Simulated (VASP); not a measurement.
# RhC2 (Fm-3m) in VASP: further runs, part 3 of 3

VASP 6.6.1.

## Step 4: Single point, PBEsol

This run uses another cell than the first one, of 9.70 Å³/atom.

INCAR reads:

```
PREC = Accurate
ENCUT = 520
EDIFF = 1E-7
ISMEAR = 0
SIGMA = 0.05
LREAL = F
LASPH = T
NELM = 60
ALGO = Normal
ISIF = 2
LWAVE = F
LCHARG = T
GGA = PS
LELF = T
LVHAR = T
NBANDS = 18
```

KPOINTS reads:

```
regular mesh
0
Gamma
  12 12 12
```

POSCAR reads:

```
RhC2
1.0
    0.0000000000      2.4412493123      2.4412493123
    2.4412493123      0.0000000000      2.4412493123
    2.4412493123      2.4412493123      0.0000000000
Rh C
1 2
Direct
    0.0000000000      0.0000000000      0.0000000000
    0.2500000000      0.2500000000      0.2500000000
    0.7500000000      0.7500000000      0.7500000000
```

Potentials or basis: VASP PAW PBE potentials, release 64 (Rh_pv, C).

Started as:

```console
> cat potpaw_PBE.64/Rh_pv/POTCAR potpaw_PBE.64/C/POTCAR > POTCAR
> mpirun -np 1 vasp_std > vasp.out
```

OUTCAR:

```text
PREC = Accurate
   ENCUT = 520
   EDIFF = 1E-7
   ISMEAR = 0
   LREAL = F
   LASPH = T
   NELM = 60
   ISIF = 2
   GGA = PS

 ion  position               nearest neighbor table
   1  0.000  0.000  0.000-   3 2.11   3 2.11   3 2.11   2 2.11   3 2.11   2 2.11   2 2.11   2 2.11

   2  0.250  0.250  0.250-   1 2.11   1 2.11   1 2.11   1 2.11
   3  0.750  0.750  0.750-   1 2.11   1 2.11   1 2.11   1 2.11

  LATTYP: Found a face centered cubic cell.
 ALAT       =     4.8824986246

  Lattice vectors:

 A1 = (   0.0000000000,   2.4412493123,   2.4412493123)
 A2 = (   2.4412493123,   0.0000000000,   2.4412493123)
 A3 = (   2.4412493123,   2.4412493123,   0.0000000000)

Analysis of symmetry for initial positions (statically):
=====================================================================
 Subroutine PRICEL returns:
 Original cell was already a primitive cell.

 Routine SETGRP: Setting up the symmetry group for a
 face centered cubic supercell.

 Subroutine GETGRP returns: Found 48 space group operations
 (whereof 48 operations were pure point group operations)
 out of a pool of 48 trial point group operations.

The static configuration has the point symmetry O_h .

Analysis of symmetry for dynamics (positions and initial velocities):
=====================================================================
 Subroutine PRICEL returns:
 Original cell was already a primitive cell.

 Routine SETGRP: Setting up the symmetry group for a
 face centered cubic supercell.

 Subroutine GETGRP returns: Found 48 space group operations
 (whereof 48 operations were pure point group operations)
 out of a pool of 48 trial point group operations.

The dynamic configuration has the point symmetry O_h .

 Subroutine INISYM returns: Found 48 space group operations
 (whereof 48 operations are pure point group operations),
 and found     1 'primitive' translations

----------------------------------------------------------------------------------------

                                     Primitive cell

  volume of cell :      29.0982

  direct lattice vectors                    reciprocal lattice vectors
     0.000000000  2.441249312  2.441249312    -0.204813166  0.204813166  0.204813166
     2.441249312  0.000000000  2.441249312     0.204813166 -0.204813166  0.204813166
     2.441249312  2.441249312  0.000000000     0.204813166  0.204813166 -0.204813166

  length of vectors
     3.452447887  3.452447887  3.452447887     0.354746809  0.354746809  0.354746809

  position of ions in fractional coordinates (direct lattice)
     0.000000000  0.000000000  0.000000000
     0.250000000  0.250000000  0.250000000
     0.750000000  0.750000000  0.750000000

  ion indices of the primitive-cell ions
   primitive index   ion index
                 1           1
                 2           2
                 3           3

----------------------------------------------------------------------------------------

 KPOINTS: regular mesh

Automatic generation of k-mesh.
 Grid dimensions read from file:
 generate k-points for:   12   12   12

 Generating k-lattice:

  Cartesian coordinates                     Fractional coordinates (reciprocal lattice)
    -0.017067764  0.017067764  0.017067764     0.083333333  0.000000000  0.000000000
     0.017067764 -0.017067764  0.017067764     0.000000000  0.083333333  0.000000000
     0.017067764  0.017067764 -0.017067764     0.000000000  0.000000000  0.083333333

  Length of vectors
     0.029562234  0.029562234  0.029562234

  Shift w.r.t. Gamma in fractional coordinates (k-lattice)
     0.000000000  0.000000000  0.000000000

 Subroutine IBZKPT returns following result:
 ===========================================

 Found     72 irreducible k-points:

 Following reciprocal coordinates:
            Coordinates               Weight
  0.000000  0.000000  0.000000      1.000000
  0.083333  0.000000  0.000000      8.000000
  0.166667  0.000000  0.000000      8.000000
  0.250000  0.000000  0.000000      8.000000
  0.333333  0.000000  0.000000      8.000000
  0.416667  0.000000  0.000000      8.000000
[... 16 lines left out ...]
  0.500000  0.166667  0.000000     24.000000
 -0.416667  0.166667  0.000000     24.000000
 [... further k-points ...]
   k-points           NKPTS =     72   k-points in BZ     NKDIM =     72   number of bands    NBANDS=     18
   number of dos      NEDOS =    301   number of ions     NIONS =      3
   total plane-waves  NPLWV =  21952
   dimension x,y,z NGX =    28 NGY =   28 NGZ =   28
   dimension x,y,z NGXF=    56 NGYF=   56 NGZF=   56
   ions per type =               1   2
   NGX,Y,Z   is equivalent  to a cutoff of  13.48, 13.48, 13.48 a.u.
   NGXF,Y,Z  is equivalent  to a cutoff of  26.97, 26.97, 26.97 a.u.
 SYSTEM =  unknown system
   PREC   = accura    normal or accurate (medium, high low for compatibility)
   ISTART =      0    job   : 0-new  1-cont  2-samecut
   ICHARG =      2    charge: 1-file 2-atom 10-const
   ISPIN  =      1    spin polarized calculation?
   LNONCOLLINEAR =      F non collinear calculations
   LSORBIT =      F    spin-orbit coupling
   LASPH  =      T    aspherical Exc in radial PAW
   ENCUT  =  520.0 eV  38.22 Ry    6.18 a.u.   6.42  6.42  6.42*2*pi/ulx,y,z
   NELM   =     60;   NELMIN=  2; NELMDL= -5     # of ELM steps
   EDIFF  = 0.1E-06   stopping-criterion for ELM
   LREAL  =      F    real-space projection
   EDIFFG = 0.1E-05   stopping-criterion for IOM
   NSW    =      0    number of steps for IOM
   IBRION =     -1    ionic relax: 0-MD 1-quasi-New 2-CG
   NFREE  =      0    steps in history (QN), initial steepest desc. (CG)
   ISIF   =      2    stress and relaxation
   ISYM   =      2    0-nonsym 1-usesym 2-fastsym
   POTIM  = 0.5000    time-step for ionic-motion
   TEBEG  =    0.0;   TEEND  =   0.0 temperature during run
   PSTRESS=    0.0 pullay stress
   NELECT =      23.0000    total number of electrons
   NUPDOWN=      -1.0000    fix difference up-down
   EMIN   =  10.00;   EMAX   =-10.00  energy-range for DOS
   EFERMI =   0.00;   METHOD = LEGACY
   ISMEAR =     0;   SIGMA  =   0.05  broadening in eV -4-tet -1-fermi 0-gaus
   EFERMI_NEDOS =   21; number of points for ismear=-14 and -15
   IALGO  =     38    algorithm
   IMIX   =      4    mixing-type and parameters
     AMIX     =   0.40;   BMIX     =  1.00
     AMIX_MAG =   1.60;   BMIX_MAG =  1.00
  volume/ion in A,a.u.               =       9.70        65.45
  Fermi-wavevector in a.u.,A,eV,Ry     =   1.513661  2.860405 31.173258  2.291170
  Thomas-Fermi vector in A             =   2.623422
   LORBIT       =      0    0 simple, 1 ext, 2 COOP (PROOUT), +10 PAW based schemes
   GGA     = PS    functional components
   LHFCALC =     F    Hartree Fock is set to
   AEXX    =    0.0000 exact exchange contribution
   IVDW    =     0    specifies the selected vdW correction
   LEPSILON=     F    determine dielectric tensor
   LRPA    =     F    only Hartree local field effects (RPA)
 non-spin polarized calculation
 Gauss-broadening in eV      SIGMA  =   0.05
  energy-cutoff  :      520.00
  volume of cell :       29.10
 maximum number of plane-waves:       817
 NGX is ok and might be reduce to    28
   NGX = 13   NGY = 13   NGZ = 13

 number of electron      23.0000001 magnetization

 Free energy of the ion-electron system (eV)
  ---------------------------------------------------
  ext. energy  EPLUGINS =         0.00000000
  ---------------------------------------------------
  free energy    TOTEN  =       -21.88914687 eV

  energy without entropy =      -21.88590124  energy(sigma->0) =      -21.88752405

 E-fermi :   8.8602     XC(G=0): -13.0213

 val. band max:        8.8456043856   @ k =   0.5000   0.1667   0.0833
 cond. band min:       8.8658983304   @ k =   0.4167   0.1667   0.0833
 fundamental gap:      0.0202939449
 Fermi energy:         8.8602009530

 k-point     1 :       0.0000    0.0000    0.0000
  band No.  band energies     occupation
      1     -38.3655      2.00000
      2     -38.3655      2.00000
      3     -38.3655      2.00000
      4      -5.8947      2.00000
      5       1.7760      2.00000
      6       1.7760      2.00000
[... 10 lines left out ...]
     17      19.7760      0.00000
     18      19.7760      0.00000
[... 466 lines left out ...]
      2     -38.3880      2.00000
      3     -38.3788      2.00000
      4      -2.9950      2.00000
      5      -1.7895      2.00000
      6       2.3759      2.00000
[... 10 lines left out ...]
     17      20.1782      0.00000
     18      23.5278      0.00000

 [... further k-points ...]

------------------------ aborting loop because EDIFF is reached ----------------------------------------

  FORCE on cell =-STRESS in cart. coord.  units (eV):
  Direction    XX          YY          ZZ          XY          YZ          ZX
  --------------------------------------------------------------------------------------
  -------------------------------------------------------------------------------------
  Total       -0.0350566     -0.0350566     -0.0350566      0.0000000      0.0000000      0.0000000
  in kB       -1.9302524     -1.9302524     -1.9302524      0.0000000      0.0000000      0.0000000
  external PRESSURE =      -1.9302524 kB  Pullay stress =       0.0000000 kB

 VOLUME and BASIS-vectors are now :
 -----------------------------------------------------------------------------
  energy-cutoff  :      520.00
  volume of cell :       29.10
      direct lattice vectors                 reciprocal lattice vectors
     0.000000000  2.441249312  2.441249312    -0.204813166  0.204813166  0.204813166
     2.441249312  0.000000000  2.441249312     0.204813166 -0.204813166  0.204813166
     2.441249312  2.441249312  0.000000000     0.204813166  0.204813166 -0.204813166

 POSITION                                       TOTAL-FORCE (eV/Angst)
 -----------------------------------------------------------------------------------
      0.00000      0.00000      0.00000        -0.000000      0.000000      0.000000
      1.22062      1.22062      1.22062         0.000000      0.000000     -0.000000
      3.66187      3.66187      3.66187        -0.000000     -0.000000     -0.000000
 -----------------------------------------------------------------------------------
    total drift:                               -0.000000     -0.000000      0.000000

  FREE ENERGIE OF THE ION-ELECTRON SYSTEM (eV)
  ---------------------------------------------------
  free  energy   TOTEN  =       -21.8891468717 eV

  energy  without entropy=      -21.8859012361  energy(sigma->0) =      -21.88752405
```

It took 24 s on 1 thread of Intel Xeon 6975P-C (Granite Rapids), shared host; peak memory 0.18 GiB.

Results:

```yaml
Free_energy: -21.8891 eV
Pressure: -0.2 GPa
Band_gap_on_the_k_mesh: zero (an odd number of electrons rules out a gap without spin polarisation)
```

Caveat: the PAW data sets were made with another functional, which shifts forces and pressure a little.

## Step 5: Single point, PBEsol

This run uses another cell than the first one, of 9.70 Å³/atom.

INCAR reads:

```
ALGO     = Normal         # electronic algorithm
EDIFF    = 1E-6           # SCF threshold, eV
ENCUT    = 520            # plane-wave cutoff, eV
GGA      = PS             # functional
ISIF     = 2              # what is computed and relaxed
ISMEAR   = 1              # smearing method
LASPH    = T              # aspherical terms in the spheres
LCHARG   = F              # write CHGCAR
LREAL    = F              # projectors in reciprocal space
LWAVE    = F              # write WAVECAR
NBANDS   = 18             # bands
NELM     = 80             # most SCF steps
PREC     = Accurate       # precision mode
SIGMA    = 0.001          # smearing width, eV
```

KPOINTS reads:

```
k-points
0
Gamma
  12 12 12
```

POSCAR is that of step 4.

Started as:

```console
> cat potpaw_PBE.64/Rh_pv/POTCAR potpaw_PBE.64/C/POTCAR > POTCAR
> mpirun -np 1 vasp_std > vasp.out
```

Wall time 20 s (1 thread of Intel Xeon 6975P-C (Granite Rapids), shared host); peak memory 0.18 GiB.

It converged, with:

| Property | Result |
| --- | --- |
| Free energy | -21.8872 eV |
| Pressure | -0.3 GPa |
| Band gap on the k mesh | zero (an odd number of electrons rules out a gap without spin polarisation) |

Levels at points of the mesh, in eV from the Fermi level:
```
           k point  band 10  band 11  band 12  band 13  band 14  band 15
(0.00, 0.00, 0.00)    -2.80     2.17     2.17     2.17     5.30     5.30
(0.50, 0.00, 0.00)    -2.43    -0.81    -0.81    -0.38     3.15     5.22
(0.50, 0.50, 0.00)    -3.64    -2.06    -1.14     2.47     3.94     5.79
```

Caveat: the PAW data sets were made with another functional, which shifts forces and pressure a little.

## Step 6: Summary

| cell | smearing | gap on the mesh (eV) | pressure (GPa) |
| --- | --- | --- | --- |
| a = 3.429 Å, angles 60.0°, 3 atoms | gaussian 0.05 eV | none | 5.7 |
| a = 3.452 Å, angles 60.0°, 3 atoms | gaussian 0.05 eV | none | -0.2 |
| a = 3.452 Å, angles 60.0°, 3 atoms | methfessel-paxton 0.001 eV | none | -0.3 |

Alike in all rows: task single point; level PBEsol; potentials or basis VASP PAW PBE potentials, release 64 (Rh_pv, C); no spin polarisation; k mesh 12 × 12 × 12; cutoff (eV) 520.

Caveats: the PAW data sets were made with another functional, which shifts forces and pressure a little; the cell stands under pressure (at least some runs).

Absolute energies hang on the potentials; compare differences alone.
